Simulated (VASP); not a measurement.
Crystal: Ir.

```
Ir
1.0
     0.00000    1.92696    1.92696
     1.92696    0.00000    1.92696
     1.92696    1.92696    0.00000
Ir
1
Direct
  0.00000 0.00000 0.00000
```

Base run:

| Property | Result |
| --- | --- |
| Program | VASP 6.6.1 |
| Functional | PBE |
| Potentials or basis | VASP PAW PBE potentials, release 64 (Ir) |
| Cutoff | 500 eV |
| k mesh | 10 × 10 × 10 |
| Occupations | tetrahedron |
| Spin | no spin polarisation |

Its results: pressure 7.1 GPa.

Problem. After a change of settings the same cell gave: pressure 11.7 GPa. Which change was it?
A. k mesh from 10 × 10 × 10 to 2 × 2 × 2; occupations from tetrahedron to gaussian, width 0.1 eV
B. k mesh from 10 × 10 × 10 to 4 × 4 × 4
C. k mesh from 10 × 10 × 10 to 4 × 4 × 4; occupations from tetrahedron to methfessel-paxton, width 0.0019 eV
D. occupations from tetrahedron to gaussian, width 0.1 eV

Solution. B.

Caveats: some runs use coarse meshes.
